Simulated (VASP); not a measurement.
# AlRu (Pm-3m) in VASP: further runs, part 2 of 2

VASP 6.6.1. The steps go on from the part before.

**3. Single point, PBE**

This run uses another cell than the first one: it holds 4 atoms, not 2.

Input file INCAR:

```
SYSTEM = AlRu
PREC = Accurate
ENCUT = 520
EDIFF = 1E-7
ISMEAR = 0
SIGMA = 0.15
LREAL = .FALSE.
LASPH = .TRUE.
NELM = 80
ALGO = Fast
ISIF = 2
LWAVE = .FALSE.
LCHARG = .FALSE.
GGA = PE
NBANDS = 25
```

Input file KPOINTS:

```
regular mesh
0
G
  18 18 18
  0 0 0
```

Input file POSCAR:

```
AlRu
1.0
   -3.0040847246      0.0000000000     -3.0040847246
    0.0000000000     -3.0040847246     -3.0040847246
   -3.0040847246     -3.0040847246      0.0000000000
Al Ru
2 2
Direct
    0.5000000000      0.5000000000      0.5000000000
    0.0000000000      0.0000000000      0.0000000000
    0.2500000000      0.2500000000      0.2500000000
    0.7500000000      0.7500000000      0.7500000000
```

Potentials or basis: VASP PAW PBE potentials, release 64 (Al, Ru_pv).

Run with:

```console
cat potpaw_PBE.64/Al/POTCAR potpaw_PBE.64/Ru_pv/POTCAR > POTCAR
mpirun -np 1 vasp_std > vasp.out
```

OUTCAR:

```text
SYSTEM = AlRu
   PREC = Accurate
   ENCUT = 520
   EDIFF = 1E-7
   ISMEAR = 0
   LREAL = .FALSE.
   LASPH = .TRUE.
   NELM = 80
   ISIF = 2
   GGA = PE

 ion  position               nearest neighbor table
   1  0.500  0.500  0.500-   3 2.60   3 2.60   3 2.60   3 2.60   4 2.60   4 2.60   4 2.60   4 2.60
                             2 3.00   2 3.00   2 3.00   2 3.00   2 3.00   2 3.00
   2  0.000  0.000  0.000-   4 2.60   4 2.60   4 2.60   3 2.60   4 2.60   3 2.60   3 2.60   3 2.60
                             1 3.00   1 3.00   1 3.00   1 3.00   1 3.00   1 3.00
   3  0.250  0.250  0.250-   2 2.60   2 2.60   2 2.60   1 2.60   2 2.60   1 2.60   1 2.60   1 2.60
                             4 3.00   4 3.00   4 3.00   4 3.00   4 3.00   4 3.00
   4  0.750  0.750  0.750-   1 2.60   1 2.60   1 2.60   1 2.60   2 2.60   2 2.60   2 2.60   2 2.60
                             3 3.00   3 3.00   3 3.00   3 3.00   3 3.00   3 3.00

  LATTYP: Found a face centered cubic cell.
 ALAT       =     6.0081694492

  Lattice vectors:

 A1 = (  -3.0040847246,   0.0000000000,  -3.0040847246)
 A2 = (   0.0000000000,  -3.0040847246,  -3.0040847246)
 A3 = (  -3.0040847246,  -3.0040847246,   0.0000000000)

Analysis of symmetry for initial positions (statically):
=====================================================================
 Subroutine PRICEL returns following result:

  LATTYP: Found a simple cubic cell.
 ALAT       =     3.0040847246

  Lattice vectors:

 A1 = (   0.0000000000,   3.0040847246,   0.0000000000)
 A2 = (   0.0000000000,   0.0000000000,  -3.0040847246)
 A3 = (  -3.0040847246,   0.0000000000,   0.0000000000)

   2 primitive cells build up your supercell.

 Routine SETGRP: Setting up the symmetry group for a
 face centered cubic supercell.

 Subroutine GETGRP returns: Found 48 space group operations
 (whereof 48 operations were pure point group operations)
 out of a pool of 48 trial point group operations.

The static configuration has the point symmetry O_h .

Analysis of symmetry for dynamics (positions and initial velocities):
=====================================================================
[... 136 lines left out ...]
   EFERMI_NEDOS =   21; number of points for ismear=-14 and -15
   IALGO  =     68    algorithm
   IMIX   =      4    mixing-type and parameters
     AMIX     =   0.40;   BMIX     =  1.00
     AMIX_MAG =   1.60;   BMIX_MAG =  1.00
  volume/ion in A,a.u.               =      13.56        91.48
  Fermi-wavevector in a.u.,A,eV,Ry     =   1.401239  2.647958 26.714651  1.963471
  Thomas-Fermi vector in A             =   2.524120
   LORBIT       =      0    0 simple, 1 ext, 2 COOP (PROOUT), +10 PAW based schemes
   GGA     = PE    functional components
   LHFCALC =     F    Hartree Fock is set to
   AEXX    =    0.0000 exact exchange contribution
   IVDW    =     0    specifies the selected vdW correction
   LEPSILON=     F    determine dielectric tensor
   LRPA    =     F    only Hartree local field effects (RPA)
 non-spin polarized calculation
 RMM-DIIS sequential band-by-band and
 Gauss-broadening in eV      SIGMA  =   0.15
  energy-cutoff  :      520.00
  volume of cell :       54.22
 maximum number of plane-waves:      1476
   NGX = 15   NGY = 15   NGZ = 15

 number of electron      34.0000012 magnetization

 Free energy of the ion-electron system (eV)
  ---------------------------------------------------
  ext. energy  EPLUGINS =         0.00000000
  ---------------------------------------------------
  free energy    TOTEN  =       -28.53634183 eV

  energy without entropy =      -28.49943069  energy(sigma->0) =      -28.51788626

 E-fermi :  10.5426     XC(G=0): -12.5023

 val. band max:       10.5396453055   @ k =   0.1111   0.0556   0.0000
 cond. band min:      10.5439875077   @ k =   0.3333   0.1667   0.0000
 fundamental gap:      0.0043422022
 Fermi energy:        10.5425911835

 k-point     1 :       0.0000    0.0000    0.0000
  band No.  band energies     occupation
      1     -31.3763      2.00000
      2     -31.3763      2.00000
      3     -31.3763      2.00000
      4     -31.2239      2.00000
      5     -31.2239      2.00000
      6     -31.2239      2.00000
[... 661 lines left out ...]
     24      17.1784      0.00000
     25      19.7840      0.00000

 [... further k-points ...]
[... 5 lines left out ...]
  --------------------------------------------------------------------------------------
  -------------------------------------------------------------------------------------
  Total       -0.0120335     -0.0120335     -0.0120335     -0.0000000      0.0000000      0.0000000
  in kB       -0.3555803     -0.3555803     -0.3555803     -0.0000000      0.0000000      0.0000000
  external PRESSURE =      -0.3555803 kB  Pullay stress =       0.0000000 kB

 VOLUME and BASIS-vectors are now :
 -----------------------------------------------------------------------------
  energy-cutoff  :      520.00
  volume of cell :       54.22
      direct lattice vectors                 reciprocal lattice vectors
    -3.004084725  0.000000000 -3.004084725    -0.166440046  0.166440046 -0.166440046
     0.000000000 -3.004084725 -3.004084725     0.166440046 -0.166440046 -0.166440046
    -3.004084725 -3.004084725  0.000000000    -0.166440046 -0.166440046  0.166440046

 POSITION                                       TOTAL-FORCE (eV/Angst)
 -----------------------------------------------------------------------------------
     -3.00408     -3.00408     -3.00408        -0.000000      0.000000      0.000000
      0.00000      0.00000      0.00000        -0.000000     -0.000000     -0.000000
     -1.50204     -1.50204     -1.50204        -0.000000     -0.000000     -0.000000
     -4.50613     -4.50613     -4.50613         0.000000      0.000000      0.000000
 -----------------------------------------------------------------------------------
    total drift:                                0.000000      0.000000     -0.000000

  FREE ENERGIE OF THE ION-ELECTRON SYSTEM (eV)
  ---------------------------------------------------
  free  energy   TOTEN  =       -28.5363418295 eV

  energy  without entropy=      -28.4994306878  energy(sigma->0) =      -28.51788626
```

Run time: 1.9 min. Hardware: 1 thread of Intel Xeon 6975P-C (Granite Rapids), shared host; peak memory 0.34 GiB.

What came out:

```
Free energy            : -28.5363 eV
Pressure               : 0.0 GPa
Band gap on the k mesh : zero (band 17 reaches 12.14 eV, above the bottom of band 18 at 9.28 eV)
```

**4. Single point, PBE**

This run uses another cell than the first one: it holds 8 atoms, not 2.

Input file INCAR:

```
ALGO = Fast
EDIFF = 1E-6
ENCUT = 520
GGA = PE
ISIF = 2
ISMEAR = 0
LASPH = True
LCHARG = True
LELF = True
LREAL = False
LVHAR = True
LWAVE = False
NBANDS = 44
NELM = 100
PREC = Accurate
SIGMA = 0.15
```

Input file KPOINTS:

```
k-points
0
Gamma
  14 14 14
```

Input file POSCAR:

```
AlRu
1.0
   -3.0040847246      3.0040847246      3.0040847246
    3.0040847246     -3.0040847246      3.0040847246
    3.0040847246      3.0040847246     -3.0040847246
Al Ru
4 4
Direct
    0.0000000000      0.5000000000      0.5000000000
    0.5000000000      0.0000000000      0.5000000000
    0.5000000000      0.5000000000      0.0000000000
    0.0000000000      0.0000000000      0.0000000000
    0.5000000000      0.5000000000      0.5000000000
    0.0000000000      0.0000000000      0.5000000000
    0.0000000000      0.5000000000      0.0000000000
    0.5000000000      0.0000000000      0.0000000000
```

Run with:

```console
cat potpaw_PBE.64/Al/POTCAR potpaw_PBE.64/Ru_pv/POTCAR > POTCAR
mpirun -np 1 vasp_std > vasp.out
```

It took 5.6 min on 1 thread of Intel Xeon 6975P-C (Granite Rapids), shared host; peak memory 0.49 GiB.

It converged, with:

```yaml
Free_energy: -57.0716 eV
Pressure: 0.1 GPa
Band_gap_on_the_k_mesh: zero (band 34 reaches 12.13 eV, above the bottom of band 35 at 9.47 eV)
```

Levels at points of the mesh, in eV from the Fermi level:
```
           k point  band 31  band 32  band 33  band 34  band 35  band 36  band 37  band 38
(0.00, 0.00, 0.00)    -1.15    -1.15    -1.15     0.17     0.17     0.17     1.50     1.50
(0.50, 0.00, 0.00)    -0.78    -0.78    -0.52    -0.52     0.71     0.71     2.38     2.38
(0.50, 0.50, 0.50)     0.42     0.42     0.42     1.59     1.59     2.24     2.24     2.24
```

**5. Overview**

```tsv
cell	k mesh	gap on the mesh (eV)	pressure (GPa)
a = 3.004 Å, 2 atoms	20 × 20 × 20	none	0.0
a = 4.248 Å, angles 60.0°, 4 atoms	18 × 18 × 18	none	0.0
a = 5.203 Å, angles 109.5°, 8 atoms	14 × 14 × 14	none	0.1
```

Alike in all rows: task single point; level PBE; potentials or basis VASP PAW PBE potentials, release 64 (Al, Ru_pv); no spin polarisation; cutoff (eV) 520; smearing gaussian 0.15 eV.

Absolute energies hang on the potentials; compare differences alone.
